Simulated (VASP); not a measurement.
A run of VASP 6.6.1 is set up as follows.

INCAR

```
PREC = Accurate ; ENCUT = 520
EDIFF = 1E-6 ; ISMEAR = 0
SIGMA = 0.15 ; LREAL = Auto
LASPH = True ; NELM = 60
ALGO = Normal ; ISIF = 2
LWAVE = False ; LCHARG = False
GGA = PE ; NBANDS = 72
```

File KPOINTS:

```
regular mesh
0
Gamma
  9 9 3
```

The input POSCAR:

```
TaSi2
1.0
   -4.8057071671      0.0000000000      0.0000000000
   -2.4028535835     -4.1618644899      0.0000000000
   -0.2402853584     -0.4161864490     13.1946946197
Ta Si
6 12
Direct
    0.5000000000      0.9916650000      0.0833500000
    0.5000000000      0.9416650000      0.5833500000
    0.0000000000      0.4749983333      0.2500166667
    0.0000000000      0.4249983333      0.7500166667
    0.5000000000      0.4083316667      0.9166833333
    0.5000000000      0.4583316667      0.4166833333
    0.1589210529      0.6738228943      0.0833500000
    0.1589210529      0.6238228943      0.5833500000
    0.3178421057      0.8160772805      0.2500166667
    0.3178421057      0.7660772805      0.7500166667
    0.1589210529      0.0672527195      0.9166833333
    0.1589210529      0.1172527195      0.4166833333
    0.8410789471      0.3095071057      0.0833500000
    0.8410789471      0.2595071057      0.5833500000
    0.6821578943      0.1339193862      0.2500166667
    0.6821578943      0.0839193862      0.7500166667
    0.8410789471      0.7494106138      0.9166833333
    0.8410789471      0.7994106138      0.4166833333
```

Potentials or basis: VASP PAW PBE potentials, release 64 (Ta_pv, Si).

The run is started by

```console
$ cat potpaw_PBE.64/Ta_pv/POTCAR potpaw_PBE.64/Si/POTCAR > POTCAR
$ mpirun -np 1 vasp_std > vasp.out
```

**Question.** Estimate the largest force.

**Answer.** 0.975 eV/Å.

**Question.** Predict the pressure.

**Answer.** 0.3 GPa.

**Question.** Estimate the band gap on the k mesh.

**Answer.** Zero (bands 57 and 58 overlap by 0.54 eV).

Forces in eV/Å, atoms in the order of the input:
```
Ta   0.519  0.819  0.101
Ta   0.012 -0.003  0.032
Ta   0.059  0.290 -0.034
Ta  -0.222 -0.196  0.034
Ta  -0.450 -0.859 -0.101
Ta   0.008 -0.009 -0.032
Si   0.233  0.460  0.013
Si   0.005  0.008 -0.018
Si  -0.033  0.047  0.122
Si  -0.057  0.005 -0.122
Si  -0.282 -0.431 -0.013
Si  -0.005 -0.009  0.018
Si   0.220  0.258 -0.052
Si   0.001 -0.007 -0.044
Si   0.073  0.012 -0.011
Si   0.026 -0.069  0.011
Si  -0.113 -0.320  0.052
Si   0.006  0.003  0.044
```

Caveat: spin-orbit coupling is left out, which moves the levels of the heavy elements.
